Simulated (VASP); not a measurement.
# Ag (C2/m) in VASP: further runs, part 2 of 2

VASP 6.6.1. The steps go on from the part before.

## (3) Single point, PBE

Contents of INCAR:

```
SYSTEM = Ag
ALGO = Fast ; EDIFF = 1E-6
ENCUT = 520 ; GGA = PE
ISIF = 2 ; ISMEAR = 0
LASPH = .TRUE. ; LCHARG = .TRUE.
LELF = .TRUE. ; LREAL = .FALSE.
LVHAR = .TRUE. ; LWAVE = .FALSE.
NBANDS = 18 ; NELM = 60
PREC = Accurate ; SIGMA = 0.1
```

Contents of KPOINTS:

```
Automatic mesh
0
Gamma
  9 9 15
  0.5 0.5 0.5
```

Contents of POSCAR:

```
Ag
1.0
    3.8927040404      0.0000000000     -0.0034051262
    0.0000000000      3.8927055297      0.0000000000
   -1.9483094196      0.0000000000      2.2526618690
Ag
2
Direct
    0.0000000000      0.0000000000      0.0000000000
    0.5000000000      0.5000000000      0.0000000000
```

Potentials or basis: VASP PAW PBE potentials, release 64 (Ag).

The run is started by

```console
$ cat potpaw_PBE.64/Ag/POTCAR > POTCAR
$ mpirun -np 1 vasp_std > vasp.out
```

OUTCAR:

```text
SYSTEM = Ag
   EDIFF = 1E-6
   ENCUT = 520
   GGA = PE
   ISIF = 2
   ISMEAR = 0
   LASPH = .TRUE.
   LREAL = .FALSE.
   NELM = 60
   PREC = Accurate

 ion  position               nearest neighbor table
   1  0.000  0.000  0.000-   2 2.75   2 2.75   2 2.75   2 2.75   2 2.98   2 2.98   2 2.98   2 2.98

   2  0.500  0.500  0.000-   1 2.75   1 2.75   1 2.75   1 2.75   1 2.98   1 2.98   1 2.98   1 2.98

  LATTYP: Found a simple monoclinic cell.
 ALAT       =     2.9731845446
 B/A-ratio  =     1.3092714129
 C/A-ratio  =     1.0017275437
 COS(beta)  =    -0.1443837902

  Lattice vectors:

 A1 = (   1.9443946208,   0.0000000000,   2.2492567428)
 A2 = (   0.0000000000,  -3.8927055297,   0.0000000000)
 A3 = (   1.9483094196,   0.0000000000,  -2.2526618690)

Analysis of symmetry for initial positions (statically):
=====================================================================
 Subroutine PRICEL returns following result:

  LATTYP: Found a base centered monoclinic cell.
 ALAT       =     3.8927055297
 B/A-ratio  =     1.0000000000
 C/A-ratio  =     0.7637835747
 COS(beta)  =    -0.6533150973

  Lattice vectors:

 A1 = (  -1.9463520202,   1.9463527649,   0.0017025631)
 A2 = (  -1.9463520202,  -1.9463527648,   0.0017025631)
 A3 = (   1.9443946208,  -0.0000000000,   2.2492567428)

   2 primitive cells build up your supercell.

 Routine SETGRP: Setting up the symmetry group for a
 simple monoclinic supercell.

 Subroutine GETGRP returns: Found  4 space group operations
 (whereof  4 operations were pure point group operations)
 out of a pool of  4 trial point group operations.

The static configuration has the point symmetry C_2h.

Analysis of symmetry for dynamics (positions and initial velocities):
=====================================================================
 Subroutine PRICEL returns following result:

  LATTYP: Found a base centered monoclinic cell.
 ALAT       =     3.8927055297
 B/A-ratio  =     1.0000000000
 C/A-ratio  =     0.7637835747
 COS(beta)  =    -0.6533150973

  Lattice vectors:

 A1 = (  -1.9463520202,   1.9463527649,   0.0017025631)
 A2 = (  -1.9463520202,  -1.9463527648,   0.0017025631)
 A3 = (   1.9443946208,  -0.0000000000,   2.2492567428)

   2 primitive cells build up your supercell.

 Routine SETGRP: Setting up the symmetry group for a
 simple monoclinic supercell.

 Subroutine GETGRP returns: Found  4 space group operations
 (whereof  4 operations were pure point group operations)
 out of a pool of  4 trial point group operations.

The dynamic configuration has the point symmetry C_2h.

 Subroutine INISYM returns: Found  4 space group operations
 (whereof  4 operations are pure point group operations),
 and found     2 'primitive' translations

----------------------------------------------------------------------------------------

                                     Primitive cell

  volume of cell :      17.0545

  direct lattice vectors                    reciprocal lattice vectors
    -1.946352020  1.946352765  0.001702563    -0.256696727  0.256890739  0.221904297
[... 24 lines left out ...]
     0.028565038  0.000000000  0.024705675     0.111111111  0.000000000  0.000000000
     0.000000000  0.028543415  0.000000000     0.000000000  0.111111111  0.000000000
     0.000025907  0.000000000  0.029617025     0.000000000  0.000000000  0.066666667

  Length of vectors
     0.037766807  0.028543415  0.029617036

  Shift w.r.t. Gamma in fractional coordinates (k-lattice)
     0.500000000  0.500000000  0.500000000

 Subroutine IBZKPT returns following result:
 ===========================================

 Found    340 irreducible k-points:

 Following reciprocal coordinates:
            Coordinates               Weight
  0.055556  0.055556  0.033333      4.000000
  0.166667  0.055556  0.033333      4.000000
  0.277778  0.055556  0.033333      4.000000
  0.388889  0.055556  0.033333      4.000000
  0.500000  0.055556  0.033333      4.000000
 -0.388889  0.055556  0.033333      4.000000
[... 16 lines left out ...]
  0.500000  0.277778  0.033333      4.000000
 -0.388889  0.277778  0.033333      4.000000
 [... further k-points ...]
   k-points           NKPTS =    340   k-points in BZ     NKDIM =    340   number of bands    NBANDS=     18
   number of dos      NEDOS =    301   number of ions     NIONS =      2
   total plane-waves  NPLWV =  21600
   dimension x,y,z NGX =    30 NGY =   30 NGZ =   24
   dimension x,y,z NGXF=    60 NGYF=   60 NGZF=   48
   ions per type =               2
   NGX,Y,Z   is equivalent  to a cutoff of  12.81, 12.81, 13.40 a.u.
   NGXF,Y,Z  is equivalent  to a cutoff of  25.62, 25.62, 26.79 a.u.
 SYSTEM =  Ag
   PREC   = accura    normal or accurate (medium, high low for compatibility)
   ISTART =      0    job   : 0-new  1-cont  2-samecut
   ICHARG =      2    charge: 1-file 2-atom 10-const
   ISPIN  =      1    spin polarized calculation?
   LNONCOLLINEAR =      F non collinear calculations
   LSORBIT =      F    spin-orbit coupling
   LASPH  =      T    aspherical Exc in radial PAW
   ENCUT  =  520.0 eV  38.22 Ry    6.18 a.u.   7.24  7.24  5.54*2*pi/ulx,y,z
   NELM   =     60;   NELMIN=  2; NELMDL= -5     # of ELM steps
   EDIFF  = 0.1E-05   stopping-criterion for ELM
   LREAL  =      F    real-space projection
   EDIFFG = 0.1E-04   stopping-criterion for IOM
   NSW    =      0    number of steps for IOM
   IBRION =     -1    ionic relax: 0-MD 1-quasi-New 2-CG
   NFREE  =      0    steps in history (QN), initial steepest desc. (CG)
   ISIF   =      2    stress and relaxation
   ISYM   =      2    0-nonsym 1-usesym 2-fastsym
   POTIM  = 0.5000    time-step for ionic-motion
   TEBEG  =    0.0;   TEEND  =   0.0 temperature during run
   PSTRESS=    0.0 pullay stress
   NELECT =      22.0000    total number of electrons
   NUPDOWN=      -1.0000    fix difference up-down
   EMIN   =  10.00;   EMAX   =-10.00  energy-range for DOS
   EFERMI =   0.00;   METHOD = LEGACY
   ISMEAR =     0;   SIGMA  =   0.10  broadening in eV -4-tet -1-fermi 0-gaus
   EFERMI_NEDOS =   21; number of points for ismear=-14 and -15
   IALGO  =     68    algorithm
   IMIX   =      4    mixing-type and parameters
     AMIX     =   0.40;   BMIX     =  1.00
     AMIX_MAG =   1.60;   BMIX_MAG =  1.00
  volume/ion in A,a.u.               =      17.05       115.09
  Fermi-wavevector in a.u.,A,eV,Ry     =   1.414465  2.672952 27.221342  2.000712
  Thomas-Fermi vector in A             =   2.536005
   LORBIT       =      0    0 simple, 1 ext, 2 COOP (PROOUT), +10 PAW based schemes
   GGA     = PE    functional components
   LHFCALC =     F    Hartree Fock is set to
   AEXX    =    0.0000 exact exchange contribution
   IVDW    =     0    specifies the selected vdW correction
   LEPSILON=     F    determine dielectric tensor
   LRPA    =     F    only Hartree local field effects (RPA)
 non-spin polarized calculation
 RMM-DIIS sequential band-by-band and
 Gauss-broadening in eV      SIGMA  =   0.10
  energy-cutoff  :      520.00
  volume of cell :       34.11
 maximum number of plane-waves:       944
 NGX is ok and might be reduce to    30
   NGX = 15   NGY = 15   NGZ = 11

 number of electron      22.0000004 magnetization

 Free energy of the ion-electron system (eV)
  ---------------------------------------------------
  ext. energy  EPLUGINS =         0.00000000
  ---------------------------------------------------
  free energy    TOTEN  =        -5.33984977 eV

  energy without entropy =       -5.33755023  energy(sigma->0) =       -5.33870000

 E-fermi :   8.4844     XC(G=0): -12.2044

 val. band max:        8.4827417438   @ k =   0.3889   0.2778   0.5000
 cond. band min:       8.5352768170   @ k =   0.2778   0.1667   0.4333
 fundamental gap:      0.0525350732
 Fermi energy:         8.4843698829

 k-point     1 :       0.0556    0.0556    0.0333
  band No.  band energies     occupation
      1       0.8638      2.00000
      2       2.0566      2.00000
      3       2.3182      2.00000
      4       2.9815      2.00000
      5       3.9788      2.00000
      6       4.0565      2.00000
[... 481 lines left out ...]
      5       3.8653      2.00000
      6       4.1312      2.00000
[... 10 lines left out ...]
     17      23.5373      0.00000
     18      26.2388      0.00000

 [... further k-points ...]
[... 5 lines left out ...]
  --------------------------------------------------------------------------------------
  -------------------------------------------------------------------------------------
  Total        1.8232249      1.8020383      0.0061980      0.0000000      0.0000000      0.0723703
  in kB       85.6407719     84.6455922      0.2911336      0.0000000      0.0000000      3.3993901
  external PRESSURE =      56.8591659 kB  Pullay stress =       0.0000000 kB

 VOLUME and BASIS-vectors are now :
 -----------------------------------------------------------------------------
  energy-cutoff  :      520.00
  volume of cell :       34.11
      direct lattice vectors                 reciprocal lattice vectors
     3.892704040  0.000000000 -0.003405126     0.257085338  0.000000000  0.222351074
     0.000000000  3.892705530  0.000000000     0.000000000  0.256890739  0.000000000
    -1.948309420  0.000000000  2.252661869     0.000388610  0.000000000  0.444255371

 POSITION                                       TOTAL-FORCE (eV/Angst)
 -----------------------------------------------------------------------------------
      0.00000      0.00000      0.00000         0.000000     -0.000000      0.000000
      1.94635      1.94635     -0.00170        -0.000000      0.000000     -0.000000
 -----------------------------------------------------------------------------------
    total drift:                                0.000000      0.000000     -0.000000

  FREE ENERGIE OF THE ION-ELECTRON SYSTEM (eV)
  ---------------------------------------------------
  free  energy   TOTEN  =        -5.3398497681 eV

  energy  without entropy=       -5.3375502313  energy(sigma->0) =       -5.33870000
```

OSZICAR:

```text
N       E                     dE             d eps       ncg     rms          rms(c)
DAV:   1     0.128620111192E+03    0.12862E+03   -0.11512E+04 12328   0.120E+03
DAV:   2    -0.368784354773E+01   -0.13231E+03   -0.12594E+03 12814   0.270E+02
DAV:   3    -0.584080606907E+01   -0.21530E+01   -0.21458E+01 14022   0.388E+01
DAV:   4    -0.584851029867E+01   -0.77042E-02   -0.77035E-02 13254   0.230E+00
DAV:   5    -0.584858324709E+01   -0.72948E-04   -0.72948E-04 13360   0.232E-01    0.746E+00
RMM:   6    -0.536202241998E+01    0.48656E+00   -0.10913E+00 12252   0.855E+00    0.478E+00
RMM:   7    -0.534553672381E+01    0.16486E-01   -0.24586E-02 12780   0.156E+00    0.271E+00
RMM:   8    -0.533988229139E+01    0.56544E-02   -0.22748E-03 12816   0.415E-01    0.244E-01
RMM:   9    -0.533984433375E+01    0.37958E-04   -0.39616E-04 13356   0.165E-01    0.926E-02
RMM:  10    -0.533984782079E+01   -0.34870E-05   -0.51054E-05 13216   0.554E-02    0.398E-02
RMM:  11    -0.533984981169E+01   -0.19909E-05   -0.13207E-05 12061   0.219E-02    0.135E-02
RMM:  12    -0.533984976811E+01    0.43582E-07   -0.91415E-07  9508   0.675E-03
   1 F= -.53398498E+01 E0= -.53387000E+01  d E =-.229954E-02
```

stdout:

```text
POSCAR found type information on POSCAR Ag
 POSCAR found :  1 types and       2 ions
 scaLAPACK will be used
 LDA part: xc-table for (Slater+PW92), standard interpolation
 POSCAR, INCAR and KPOINTS ok, starting setup
 FFT: planning ... GRIDC
 FFT: planning ... GRID_SOFT
 FFT: planning ... GRID
 WAVECAR not read
 entering main loop
```

It took 84 s on 1 thread of Intel Xeon 6975P-C (Granite Rapids), shared host; peak memory 0.28 GiB.

What came out:

* Free energy: -5.3398 eV
* Pressure: 5.7 GPa
* Band gap on the k mesh: zero (band 11 reaches 13.20 eV, above the bottom of band 12 at 5.02 eV)

Stress tensor (GPa, compression positive):
```
8.56 0.00 0.34
0.00 8.46 0.00
0.34 0.00 0.03
```
